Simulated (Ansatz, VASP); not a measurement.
## Two plane-wave programs on KZnF3

```
CELL_PARAMETERS angstrom
4.05000 0.01519 0.00000
0.01519 4.05000 0.00000
0.00000 0.00000 4.05000
ATOMIC_POSITIONS crystal
K 0.00000 0.00000 0.00000
Zn 0.50000 0.50000 0.50000
F 0.50000 0.50000 0.00000
F 0.00000 0.50000 0.50000
F 0.50000 0.00000 0.50000
```

Change from the starting cell: strain +0.0075 x Voigt [0, 0, 0, 0, 0, 1], atoms carried along.

Alike in both runs: task single point; functional r2SCAN; k mesh 6 × 6 × 6; occupations gaussian, width 0.05 eV; no spin polarisation.

|  | VASP | Ansatz |
| --- | --- | --- |
| version | VASP 6.6.1 | Ansatz 0.2.0 |
| potentials or method | VASP PAW PBE potentials, release 64 (K_sv, Zn, F), cutoff 520 eV | scalar-relativistic, plane waves, PAW |
| valence electrons in the cell | 42 | 42 |

|  | VASP | Ansatz | Ansatz less VASP |
| --- | --- | --- | --- |
| gap on the k mesh at the Fermi level (eV) | 4.58 | 4.63 | +0.051 |
| least direct gap on the mesh (eV) | 6.55 | 6.57 | +0.024 |
| pressure (GPa) | 0.0 | -0.2 | -0.25 |
| traceless stress, the component that is largest in VASP (GPa) | -0.28 | -0.28 | +0.008 |

VASP's potentials were made for PBE, not for r2SCAN. With one functional, cell and mesh, what is left measures potentials, basis and numerics.
